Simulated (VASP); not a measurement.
The system is BaTe.

```
Ba Te
1.0
     0.00000    3.53239    3.60303
     3.53239    0.00000    3.60303
     3.53239    3.53239    0.00000
Ba Te
1 1
Direct
  0.00000 0.00000 0.00000
  0.50000 0.50000 0.50000
```

This cell differs from its parent crystal: uniaxial z strain +2.0%.

Base run:

- Program: VASP 6.6.1
- Functional: PBE
- Potentials or basis: VASP PAW PBE potentials, release 64 (Ba_sv, Te)
- Cutoff: 520 eV
- k mesh: 4 × 4 × 4
- Occupations: gaussian, width 0.01 eV
- Spin: no spin polarisation

Its results: band gap on the k mesh 1.60 eV, indirect (least direct gap 1.96 eV); pressure -0.2 GPa.

Problem. The run is repeated on the same cell with these changes: functional from PBE to r2SCAN; k mesh from 4 × 4 × 4 to 6 × 6 × 6. What comes out?

Solution. Band gap on the k mesh 1.95 eV, indirect (least direct gap 2.33 eV); pressure -0.3 GPa.

Several settings changed at once, so the effect can't be laid on one alone.

Caveats: spin-orbit coupling is left out, which moves the levels of the heavy elements; the PAW data sets were made with another functional, which shifts forces and pressure a little (some runs).

A k mesh can miss the band edges.
